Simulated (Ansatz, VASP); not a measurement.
**Two plane-wave programs on MnO**

```
CELL_PARAMETERS angstrom
0.00000 2.22003 2.22003
2.22003 0.00000 2.22003
4.44006 2.22003 -2.22003
ATOMIC_POSITIONS crystal
Mn 0.00000 0.00000 0.00000
Mn 0.50000 0.00000 0.50000
O 0.75000 0.50000 0.25000
O 0.25000 0.50000 0.75000
```

Alike in both runs: task single point; functional PBE; k mesh 14 × 14 × 14; occupations gaussian, width 0.05 eV; collinear spin.

```csv
,VASP,Ansatz
version,VASP 6.6.1,Ansatz 0.2.0
potentials or method,"VASP PAW PBE potentials, release 64 (Mn_pv, O), cutoff 520 eV","scalar-relativistic, plane waves, PAW"
valence electrons in the cell,38,42
```

|  | VASP | Ansatz | Ansatz less VASP |
| --- | --- | --- | --- |
| gap on the k mesh at the Fermi level (eV) | none | none | - |
| pressure (GPa) | 0.2 | 0.0 | -0.19 |
| net moment per atom (μB) | 2.37 | 2.37 | 0.000 |
| size of the moment on the site where the two differ most (μB) | 4.32 | 4.03 | -0.285 |

Site moments also hang on the region over which each program counts them. A gap of «none» marks a metal or a gap that the smearing closes. VASP's potentials hold 38 valence electrons a cell and Ansatz's 42, so a difference there can come from the potentials and not from the codes.
